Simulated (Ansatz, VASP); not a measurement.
**WC in VASP and in Ansatz**

```xyz
8
Lattice="2.8984 0.0000 0.0000 -1.4492 2.5101 0.0000 0.0000 0.0000 24.8966" Properties=species:S:1:pos:R:3 pbc="T T T"
C     1.4492    0.8367    7.5000
C     1.4492    0.8367   10.3276
C     1.4492    0.8367   13.1552
C     1.4492    0.8367   15.9828
W     0.0000    0.0000    8.9138
W     0.0000    0.0000   11.7414
W     0.0000    0.0000   14.5690
W     0.0000    0.0000   17.3966
```

Alike in both runs: task single point; functional PBEsol; k mesh 12 × 12 × 1; occupations gaussian, width 0.5 eV; no spin polarisation.

|  | VASP | Ansatz |
| --- | --- | --- |
| version | VASP 6.6.1 | Ansatz 0.2.0 |
| potentials or method | VASP PAW PBE potentials, release 64 (C, W_sv), cutoff 520 eV | scalar-relativistic, plane waves, PAW |
| valence electrons in the cell | 72 | 72 |

|  | VASP | Ansatz | Ansatz less VASP |
| --- | --- | --- | --- |
| gap on the k mesh at the Fermi level (eV) | none | none | - |
| rms of the force components (eV/Å) | 1.380 | 1.386 | +0.0060 |

VASP's potentials were made for PBE, not for PBEsol. A gap of «none» marks a metal or a gap that the smearing closes. The functional is the same, so the differences come from potentials, cutoffs and numerics.

Spin-orbit coupling is off throughout.
